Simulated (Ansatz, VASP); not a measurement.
## Two plane-wave programs on Rh

File INCAR:

```
SYSTEM = Rh
ALGO = Fast ; EDIFF = 1E-6
ENCUT = 520 ; GGA = PS
ISIF = 2 ; ISMEAR = 0
LASPH = .TRUE. ; LCHARG = .FALSE.
LREAL = .FALSE. ; LWAVE = .FALSE.
NBANDS = 14 ; NELM = 100
PREC = Accurate ; SIGMA = 0.15
```

Contents of KPOINTS:

```
k-points
0
G
  22 22 22
  0 0 0
```

The input POSCAR:

```
Rh
1.0
    0.0000000000      1.9015500000      1.9015500000
    1.8254880000      0.0000000000      1.9015500000
    1.8254880000      1.9015500000      0.0000000000
Rh
1
Direct
    0.0000000000      0.0000000000      0.0000000000
```

Input for Ansatz:

```yaml
crystal:
  lattice:
    - [0.0, 1.90155, 1.90155]
    - [1.825488, 0.0, 1.90155]
    - [1.825488, 1.90155, 0.0]
  atoms:
    - { symbol: Rh, position: [0.0, 0.0, 0.0] }
basis:
  ecutwfc: 420
kpoints:
  mp_grid: { grid: [22, 22, 22] }
hamiltonian:
  xc: pbesol
scf:
  occupations: { method: gaussian, width: 0.15 }
output:
  forces: true
  stress: true
  eigenvalues: true
```

Change from the starting cell: strain -0.0400 x Voigt [1, 0, 0, 0, 0, 0], atoms carried along.

Alike in both runs: task single point; functional PBEsol; k mesh 22 × 22 × 22; occupations gaussian, width 0.15 eV; no spin polarisation.

```csv
,VASP,Ansatz
version,VASP 6.6.1,Ansatz 0.2.0
potentials or method,"VASP PAW PBE potentials, release 64 (Rh_pv), cutoff 520 eV","scalar-relativistic, plane waves, PAW"
valence electrons in the cell,15,17
```

|  | VASP | Ansatz | Ansatz less VASP |
| --- | --- | --- | --- |
| gap on the k mesh at the Fermi level (eV) | none | none | - |
| pressure (GPa) | 7.4 | 7.4 | +0.06 |
| traceless stress, the component that is largest in VASP (GPa) | 7.22 | 7.24 | +0.015 |

VASP's potentials were made for PBE, not for PBEsol. A gap of «none» marks a metal or a gap that the smearing closes. VASP's potentials hold 15 valence electrons a cell and Ansatz's 17, so a difference there can come from the potentials and not from the codes.
